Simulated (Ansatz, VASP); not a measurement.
# Two plane-wave programs on AlN

File POSCAR:

```
AlN
1.0
    0.0000000000      2.1848764830      2.1848764830
    2.1001032754      0.0000000000      2.1848764830
    2.1001032754      2.1848764830      0.0000000000
Al N
1 1
Direct
    0.0000000000      0.0000000000      0.0000000000
    0.7500000000      0.7500000000      0.7500000000
```

The input INCAR.step1:

```
SYSTEM = AlN
PREC = Accurate
ENCUT = 520
ISMEAR = 0
SIGMA = 0.01
LREAL = .FALSE.
LASPH = .TRUE.
NELM = 80
NBANDS = 11
GGA = PE
ALGO = Normal
EDIFF = 1E-4
LWAVE = .TRUE.
LCHARG = .FALSE.
```

Contents of INCAR.step2:

```
SYSTEM = AlN
PREC = Accurate
ENCUT = 520
EDIFF = 1E-6
ISMEAR = 0
SIGMA = 0.01
LREAL = .FALSE.
LASPH = .TRUE.
NELM = 80
ALGO = Normal
ISIF = 2
LWAVE = .FALSE.
LCHARG = .FALSE.
METAGGA = R2SCAN
LMIXTAU = .TRUE.
NBANDS = 11
ISTART = 1
```

The input KPOINTS:

```
regular mesh
0
G
  10 10 10
  0 0 0
```

Input for Ansatz:

```yaml
crystal:
  lattice:
    - [0.0, 2.184876483, 2.184876483]
    - [2.1001032754, 0.0, 2.184876483]
    - [2.1001032754, 2.184876483, 0.0]
  atoms:
    - { symbol: Al, position: [0.0, 0.0, 0.0] }
    - { symbol: "N", position: [0.75, 0.75, 0.75] }
kpoints:
  mp_grid: { grid: [10, 10, 10] }
  band_path:
    path:
      - [0.0, 0.0, 0.0]
      - [-0.5, -0.5, 0.0]
      - [-0.375, -0.375, 0.25]
      - [-0.375, 0.0, 0.375]
      - [0.0, 0.0, 0.5]
      - [-0.5, -0.25, 0.25]
      - [0.0, 0.5, 0.5]
    npoints: 1
hamiltonian:
  xc: r2scan
scf:
  occupations: { method: fixed }
  n_extra_bands: 4
output:
  forces: true
  stress: true
  eigenvalues: true
```

Change from the starting cell: uniaxial_x strain -3.9%.

Alike in both runs: task single point; functional r2SCAN; k mesh 10 × 10 × 10; no spin polarisation.

|  | VASP | Ansatz |
| --- | --- | --- |
| version | VASP 6.6.1 | Ansatz 0.2.0 |
| potentials or method | VASP PAW PBE potentials, release 64 (Al, N) | plane waves, PAW |
| plane-wave cutoff (eV) | 520 | 500 |
| occupations | gaussian, width 0.01 eV | fixed |
| valence electrons in the cell | 8 | 8 |

```csv
,VASP,Ansatz,Ansatz less VASP
gap on the k mesh at the Fermi level (eV),3.74,3.75,+0.009
pressure (GPa),8.5,8.8,+0.36
"traceless stress, the component that is largest in VASP (GPa)",3.26,3.26,-0.003
```

VASP's potentials were made for PBE, not for r2SCAN.
